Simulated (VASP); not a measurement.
Ta3S5, 8 atoms in the cell. It takes space group P6/mmm (No. 191, hexagonal). Conventional cell: a = 5.911 Å, b = 5.911 Å, c = 4.751 Å, α = 90.00°, β = 90.00°, γ = 120.00°. Ta (site symmetry mmm) has 2 S at 2.38 Å and 4 Ta at 2.96 Å within 3.1 Å. Within 3.1 Å of S (site symmetry mmm) lie 2 Ta at 2.38 Å and 4 S at 2.96 Å. Within 3.1 Å of S (site symmetry 6mm) lie 2 S at 2.32 to 2.43 Å. 

```yaml
Program: VASP 6.6.1
Task: relaxation of cell and atoms
Functional: PBE
Potentials_or_basis: VASP PAW PBE potentials, release 64 (Ta_pv, S)
Cutoff: 600 eV
k_mesh: 6 × 6 × 8
Occupations: gaussian, width 0.1 eV
Spin: no spin polarisation
Dipole_correction: no
Further_INCAR_settings: ALGO = Normal; EDIFF = 1e-06; IBRION = 2; EDIFFG = -0.01; NSW = 100; ISIF = 3
```

Potentials or basis: VASP PAW PBE potentials, release 64 (Ta_pv, S).

Command:

```sh
$ cat potpaw_PBE.64/Ta_pv/POTCAR potpaw_PBE.64/S/POTCAR > POTCAR
$ mpirun -np 1 vasp_std > vasp.out
```

Hardware: 1 thread of Oxide Virtual Turin-like Processor, on a shared host.

Problem. How long does it take, and how much memory?

Solution. Wall time 35 min on 1 thread of Oxide Virtual Turin-like Processor (shared host), peak memory 0.39 GiB. Counts: scf iterations 117, k points 35, ion steps 17.
